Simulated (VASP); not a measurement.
# Ni (Fd-3m) in VASP: a series of runs

The runs below take Ni through single point, with RPBE.

Everything below comes from runs of VASP 6.6.1. Logs are shortened: lines on timing, memory, paths and dates and some standing lists are left out, and cuts for length are marked.

## 1. The cell of the first run

It takes space group Fd-3m (No. 227, cubic). Conventional cell: a = 5.232 Å, b = 5.232 Å, c = 5.232 Å, α = 90.00°, β = 90.00°, γ = 90.00°. Ni (site symmetry -43m) has 4 Ni at 2.27 Å within 3.0 Å.

This isn't the form of Ni at room conditions, which is fcc.

## 2. Single point, RPBE, collinear spin, ferromagnetic start (17.90 Å³/atom)

Contents of INCAR:

```
SYSTEM = Ni
PREC = Accurate
ENCUT = 520
EDIFF = 1E-7
ISMEAR = -1
SIGMA = 0.05
LREAL = .False.
LASPH = .True.
NELM = 150
ALGO = Normal
ISIF = 2
LWAVE = .False.
LCHARG = .False.
ISPIN = 2
MAGMOM = 0.852 0.852
LORBIT = 11
LMAXMIX = 4
GGA = RP
NBANDS = 21
```

Contents of KPOINTS:

```
regular mesh
0
Gamma
  12 12 12
  0 0 0
```

Contents of POSCAR:

```
Ni
1.0
    0.0000000000      2.6159552831      2.6159552831
    2.6159552831      0.0000000000      2.6159552831
    2.6159552831      2.6159552831      0.0000000000
Ni
2
Direct
    0.1250000000      0.1250000000      0.1250000000
    0.8750000000      0.8750000000      0.8750000000
```

Potentials or basis: VASP PAW PBE potentials, release 64 (Ni).

Run with:

```bash
cat potpaw_PBE.64/Ni/POTCAR > POTCAR
mpirun -np 1 vasp_std > vasp.out
```

OUTCAR:

```text
SYSTEM = Ni
   PREC = Accurate
   ENCUT = 520
   EDIFF = 1E-7
   ISMEAR = -1
   LREAL = .False.
   LASPH = .True.
   NELM = 150
   ISIF = 2
   ISPIN = 2
   LORBIT = 11
   GGA = RP

 ion  position               nearest neighbor table
   1  0.125  0.125  0.125-   2 2.27   2 2.27   2 2.27   2 2.27
   2  0.875  0.875  0.875-   1 2.27   1 2.27   1 2.27   1 2.27

  LATTYP: Found a face centered cubic cell.
 ALAT       =     5.2319105662

  Lattice vectors:

 A1 = (   0.0000000000,   2.6159552831,   2.6159552831)
 A2 = (   2.6159552831,   0.0000000000,   2.6159552831)
 A3 = (   2.6159552831,   2.6159552831,   0.0000000000)

Analysis of symmetry for initial positions (statically):
=====================================================================
 Subroutine PRICEL returns:
 Original cell was already a primitive cell.

 Routine SETGRP: Setting up the symmetry group for a
 face centered cubic supercell.

 Subroutine GETGRP returns: Found 48 space group operations
 (whereof 12 operations were pure point group operations)
 out of a pool of 48 trial point group operations.

The static configuration has the point symmetry D_3d.
 The point group associated with its full space group is O_h .

Analysis of symmetry for dynamics (positions and initial velocities):
=====================================================================
 Subroutine PRICEL returns:
 Original cell was already a primitive cell.

 Routine SETGRP: Setting up the symmetry group for a
 face centered cubic supercell.

 Subroutine GETGRP returns: Found 48 space group operations
 (whereof 12 operations were pure point group operations)
 out of a pool of 48 trial point group operations.

The dynamic configuration has the point symmetry D_3d.
 The point group associated with its full space group is O_h .

Analysis of structural, dynamic, and magnetic symmetry:
=====================================================================
 Subroutine PRICEL returns:
 Original cell was already a primitive cell.

 Routine SETGRP: Setting up the symmetry group for a
 face centered cubic supercell.

 Subroutine GETGRP returns: Found 48 space group operations
 (whereof 12 operations were pure point group operations)
 out of a pool of 48 trial point group operations.

The overall configuration has the point symmetry D_3d.
 The point group associated with its full space group is O_h .

 Subroutine INISYM returns: Found 48 space group operations
 (whereof 12 operations are pure point group operations),
 and found     1 'primitive' translations

----------------------------------------------------------------------------------------

                                     Primitive cell

  volume of cell :      35.8031

  direct lattice vectors                    reciprocal lattice vectors
     0.000000000  2.615955283  2.615955283    -0.191134766  0.191134766  0.191134766
     2.615955283  0.000000000  2.615955283     0.191134766 -0.191134766  0.191134766
     2.615955283  2.615955283  0.000000000     0.191134766  0.191134766 -0.191134766

  length of vectors
     3.699519440  3.699519440  3.699519440     0.331055125  0.331055125  0.331055125

  position of ions in fractional coordinates (direct lattice)
     0.125000000  0.125000000  0.125000000
     0.875000000  0.875000000  0.875000000

  ion indices of the primitive-cell ions
   primitive index   ion index
                 1           1
                 2           2

----------------------------------------------------------------------------------------

 KPOINTS: regular mesh

Automatic generation of k-mesh.
 Grid dimensions read from file:
 generate k-points for:   12   12   12

 Generating k-lattice:

  Cartesian coordinates                     Fractional coordinates (reciprocal lattice)
    -0.015927897  0.015927897  0.015927897     0.083333333  0.000000000  0.000000000
     0.015927897 -0.015927897  0.015927897     0.000000000  0.083333333  0.000000000
     0.015927897  0.015927897 -0.015927897     0.000000000  0.000000000  0.083333333

  Length of vectors
     0.027587927  0.027587927  0.027587927

  Shift w.r.t. Gamma in fractional coordinates (k-lattice)
     0.000000000  0.000000000  0.000000000

 Subroutine IBZKPT returns following result:
 ===========================================

 Found     72 irreducible k-points:

 Following reciprocal coordinates:
            Coordinates               Weight
  0.000000  0.000000  0.000000      1.000000
  0.083333  0.000000  0.000000      8.000000
  0.166667  0.000000  0.000000      8.000000
  0.250000  0.000000  0.000000      8.000000
  0.333333  0.000000  0.000000      8.000000
  0.416667  0.000000  0.000000      8.000000
[... 16 lines left out ...]
  0.500000  0.166667  0.000000     24.000000
 -0.416667  0.166667  0.000000     24.000000
 [... further k-points ...]
   k-points           NKPTS =     72   k-points in BZ     NKDIM =     72   number of bands    NBANDS=     21
   number of dos      NEDOS =    301   number of ions     NIONS =      2
   total plane-waves  NPLWV =  21952
   dimension x,y,z NGX =    28 NGY =   28 NGZ =   28
   dimension x,y,z NGXF=    56 NGYF=   56 NGZF=   56
   ions per type =               2
   NGX,Y,Z   is equivalent  to a cutoff of  12.58, 12.58, 12.58 a.u.
   NGXF,Y,Z  is equivalent  to a cutoff of  25.16, 25.16, 25.16 a.u.
 SYSTEM =  Ni
   PREC   = accura    normal or accurate (medium, high low for compatibility)
   ISTART =      0    job   : 0-new  1-cont  2-samecut
   ICHARG =      2    charge: 1-file 2-atom 10-const
   ISPIN  =      2    spin polarized calculation?
   LNONCOLLINEAR =      F non collinear calculations
   LSORBIT =      F    spin-orbit coupling
   LASPH  =      T    aspherical Exc in radial PAW
   ENCUT  =  520.0 eV  38.22 Ry    6.18 a.u.   6.88  6.88  6.88*2*pi/ulx,y,z
   NELM   =    150;   NELMIN=  2; NELMDL= -5     # of ELM steps
   EDIFF  = 0.1E-06   stopping-criterion for ELM
   LREAL  =      F    real-space projection
   EDIFFG = 0.1E-05   stopping-criterion for IOM
   NSW    =      0    number of steps for IOM
   IBRION =     -1    ionic relax: 0-MD 1-quasi-New 2-CG
   NFREE  =      0    steps in history (QN), initial steepest desc. (CG)
   ISIF   =      2    stress and relaxation
   ISYM   =      2    0-nonsym 1-usesym 2-fastsym
   POTIM  = 0.5000    time-step for ionic-motion
   TEBEG  =    0.0;   TEEND  =   0.0 temperature during run
   PSTRESS=    0.0 pullay stress
   NELECT =      20.0000    total number of electrons
   NUPDOWN=      -1.0000    fix difference up-down
   EMIN   =  10.00;   EMAX   =-10.00  energy-range for DOS
   EFERMI =   0.00;   METHOD = LEGACY
   ISMEAR =    -1;   SIGMA  =   0.05  broadening in eV -4-tet -1-fermi 0-gaus
   EFERMI_NEDOS =   21; number of points for ismear=-14 and -15
   IALGO  =     38    algorithm
   IMIX   =      4    mixing-type and parameters
     AMIX     =   0.40;   BMIX     =  1.00
     AMIX_MAG =   1.60;   BMIX_MAG =  1.00
  volume/ion in A,a.u.               =      17.90       120.81
  Fermi-wavevector in a.u.,A,eV,Ry     =   1.348273  2.547867 24.733217  1.817840
  Thomas-Fermi vector in A             =   2.475955
   LORBIT       =     11    0 simple, 1 ext, 2 COOP (PROOUT), +10 PAW based schemes
   GGA     = RP    functional components
   LHFCALC =     F    Hartree Fock is set to
   AEXX    =    0.0000 exact exchange contribution
   IVDW    =     0    specifies the selected vdW correction
   LEPSILON=     F    determine dielectric tensor
   LRPA    =     F    only Hartree local field effects (RPA)
 spin polarized calculation
  energy-cutoff  :      520.00
  volume of cell :       35.80
 maximum number of plane-waves:       982
   NGX = 13   NGY = 13   NGZ = 13

 number of electron      20.0000010 magnetization       1.5835129

 Free energy of the ion-electron system (eV)
  ---------------------------------------------------
  ext. energy  EPLUGINS =         0.00000000
  ---------------------------------------------------
  free energy    TOTEN  =        -7.64743528 eV

  energy without entropy =       -7.61384849  energy(sigma->0) =       -7.63064188

 E-fermi :   4.1518     XC(G=0): -10.1380

 val. band max:        4.1486925811   @ k =   0.5000   0.0833   0.0000
 cond. band min:       4.1587354248   @ k =  -0.4167   0.2500   0.0833
 fundamental gap:      0.0100428438
 Fermi energy:         4.1517775336

 spin component 1

 k-point     1 :       0.0000    0.0000    0.0000
  band No.  band energies     occupation
      1      -1.9925      1.00000
      2       1.2201      1.00000
      3       1.2201      1.00000
      4       1.2201      1.00000
      5       1.2243      1.00000
      6       1.2243      1.00000
[... 13 lines left out ...]
     20      20.5303      0.00000
     21      20.5303      0.00000

 k-point     2 :       0.0833    0.0000    0.0000
  band No.  band energies     occupation
      1      -1.8760      1.00000
      2       1.1294      1.00000
      3       1.1294      1.00000
      4       1.2240      1.00000
      5       1.3361      1.00000
      6       1.3361      1.00000
[... 13 lines left out ...]
     20      19.9367      0.00000
     21      19.9367      0.00000

 k-point     3 :       0.1667    0.0000    0.0000
  band No.  band energies     occupation
      1      -1.5336      1.00000
      2       1.0743      1.00000
      3       1.0743      1.00000
      4       1.2392      1.00000
      5       1.4403      1.00000
      6       1.4403      1.00000
[... 13 lines left out ...]
     20      19.3626      0.00000
     21      20.1381      0.00000
[... 457 lines left out ...]
 k-point    23 :       0.5000    0.1667    0.0000
  band No.  band energies     occupation
      1       0.7099      1.00000
      2       0.9041      1.00000
      3       1.1906      1.00000
      4       1.2440      1.00000
      5       1.5600      1.00000
      6       1.5849      1.00000
[... 13 lines left out ...]
     20      24.4386      0.00000
     21      25.1148      0.00000

 k-point    24 :      -0.4167    0.1667    0.0000
  band No.  band energies     occupation
      1       0.7416      1.00000
      2       1.0020      1.00000
      3       1.1091      1.00000
      4       1.2649      1.00000
      5       1.4862      1.00000
      6       1.6343      1.00000
[... 13 lines left out ...]
     20      22.6118      0.00000
     21      23.4326      0.00000

 [... further k-points ...]

 spin component 2

 k-point     1 :       0.0000    0.0000    0.0000
  band No.  band energies     occupation
      1      -2.0386      1.00000
      2       1.9595      1.00000
      3       1.9595      1.00000
      4       1.9972      1.00000
      5       1.9972      1.00000
      6       1.9972      1.00000
[... 13 lines left out ...]
     20      20.4545      0.00000
     21      20.4545      0.00000

 k-point     2 :       0.0833    0.0000    0.0000
  band No.  band energies     occupation
      1      -1.9217      1.00000
      2       1.8802      1.00000
      3       1.8802      1.00000
      4       2.0010      1.00000
      5       2.1001      1.00000
      6       2.1001      1.00000
[... 13 lines left out ...]
     20      19.8825      0.00000
     21      19.8825      0.00000

 k-point     3 :       0.1667    0.0000    0.0000
  band No.  band energies     occupation
      1      -1.5764      1.00000
      2       1.8251      1.00000
      3       1.8251      1.00000
      4       2.0163      1.00000
      5       2.2110      1.00000
      6       2.2110      1.00000
[... 13 lines left out ...]
     20      19.3213      0.00000
     21      20.1833      0.00000
[... 457 lines left out ...]
 k-point    23 :       0.5000    0.1667    0.0000
  band No.  band energies     occupation
      1       0.9231      1.00000
      2       1.6281      1.00000
      3       1.9873      1.00000
      4       1.9945      1.00000
      5       2.3112      1.00000
      6       2.3120      1.00000
[... 13 lines left out ...]
     20      24.4036      0.00000
     21      25.1455      0.00000

 k-point    24 :      -0.4167    0.1667    0.0000
  band No.  band energies     occupation
      1       1.0231      1.00000
      2       1.7055      1.00000
      3       1.8940      1.00000
      4       1.9940      1.00000
      5       2.2205      1.00000
      6       2.3985      1.00000
[... 13 lines left out ...]
     20      22.6078      0.00000
     21      23.4499      0.00000

 [... further k-points ...]

------------------------ aborting loop because EDIFF is reached ----------------------------------------

  FORCE on cell =-STRESS in cart. coord.  units (eV):
  Direction    XX          YY          ZZ          XY          YZ          ZX
  --------------------------------------------------------------------------------------
  -------------------------------------------------------------------------------------
  Total       -0.5969723     -0.5969723     -0.5969723     -0.0000000      0.0000000      0.0000000
  in kB      -26.7143020    -26.7143020    -26.7143020     -0.0000000      0.0000000      0.0000000
  external PRESSURE =     -26.7143020 kB  Pullay stress =       0.0000000 kB

 VOLUME and BASIS-vectors are now :
 -----------------------------------------------------------------------------
  energy-cutoff  :      520.00
  volume of cell :       35.80
      direct lattice vectors                 reciprocal lattice vectors
     0.000000000  2.615955283  2.615955283    -0.191134766  0.191134766  0.191134766
     2.615955283  0.000000000  2.615955283     0.191134766 -0.191134766  0.191134766
     2.615955283  2.615955283  0.000000000     0.191134766  0.191134766 -0.191134766

 POSITION                                       TOTAL-FORCE (eV/Angst)
 -----------------------------------------------------------------------------------
      0.65399      0.65399      0.65399         0.000000     -0.000000      0.000000
      4.57792      4.57792      4.57792        -0.000000      0.000000     -0.000000
 -----------------------------------------------------------------------------------
    total drift:                                0.000000      0.000000     -0.000000

  FREE ENERGIE OF THE ION-ELECTRON SYSTEM (eV)
  ---------------------------------------------------
  free  energy   TOTEN  =        -7.6474352778 eV

  energy  without entropy=       -7.6138484851  energy(sigma->0) =       -7.63064188

 total charge

# of ion       s       p       d       tot
------------------------------------------
    1        0.514   0.298   8.309   9.121
    2        0.514   0.298   8.309   9.121
--------------------------------------------------
tot          1.027   0.597  16.619  18.243

 magnetization (x)

# of ion       s       p       d       tot
------------------------------------------
    1       -0.015  -0.020   0.844   0.809
    2       -0.015  -0.020   0.844   0.809
--------------------------------------------------
tot         -0.031  -0.040   1.689   1.618
```

It took 2.8 min on 1 thread of Intel Xeon 8259CL, shared host; peak memory 0.22 GiB.

Results:

| Property | Result |
| --- | --- |
| Free energy | -7.6474 eV |
| Pressure | -2.7 GPa |
| Net moment | 1.58 μB per cell |
| Site moments | Ni +0.81 μB |
| Valence electrons inside the program's atomic spheres | Ni 9.12 |

Levels at points of the mesh, in eV from the Fermi level:
Spin up:
```csv
k point,band 9,band 10,band 11,band 12,band 13,band 14
"(0.00, 0.00, 0.00)",-1.65,-0.82,-0.82,10.95,10.95,10.95
"(0.50, 0.00, 0.00)",-1.26,-0.96,-0.96,0.18,8.02,8.02
"(0.50, 0.50, 0.00)",-0.86,-0.86,0.81,0.81,4.30,4.30
```
Spin down:
```tsv
k point	band 5	band 6	band 7	band 8	band 9	band 10	band 11	band 12	band 13	band 14
(0.00, 0.00, 0.00)	-2.15	-2.15	-0.78	-0.78	-0.78	0.09	0.09	11.06	11.06	11.06
(0.50, 0.00, 0.00)	-2.09	-2.09	-1.31	-0.52	-0.52	-0.01	-0.01	0.93	8.08	8.08
(0.50, 0.50, 0.00)	-1.89	-1.89	-1.00	-1.00	0.12	0.12	1.30	1.30	4.25	4.25
```

Caveat: the PAW data sets were made with another functional, which shifts forces and pressure a little.

(Continued in part 2 of 2.)
